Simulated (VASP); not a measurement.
A run of VASP 6.6.1 is set up as follows.

File INCAR:

```
ALGO = Normal ; EDIFF = 1E-7
ENCUT = 520 ; GGA = CA
ISIF = 2 ; ISMEAR = -1
LASPH = True ; LCHARG = False
LREAL = False ; LWAVE = False
NBANDS = 18 ; NELM = 100
PREC = Accurate ; SIGMA = 0.05
```

KPOINTS

```
k-points
0
Gamma
  15 15 15
```

Contents of POSCAR:

```
Si2Mo
1.0
   -1.5159703338      1.5159703338      3.7506184361
    1.5159703338     -1.5159703338      3.7506184361
    1.5159703338      1.5159703338     -3.7506184361
Mo Si
1 2
Direct
    0.0000000000      0.0000000000      0.0000000000
    0.3334819966      0.3334819966      0.0000000000
   -0.3334819966     -0.3334819966      0.0000000000
```

Potentials or basis: VASP PAW LDA potentials, release 64 (Mo_sv, Si).

Launch:

```sh
$ cat potpaw_LDA.64/Mo_sv/POTCAR potpaw_LDA.64/Si/POTCAR > POTCAR
$ mpirun -np 1 vasp_std > vasp.out
```

(1) Predict the largest force.

(2) Estimate the pressure.

Results:

(1) 0.017 eV/Å.

(2) 39.0 GPa.

Caveat: the cell stands under pressure.
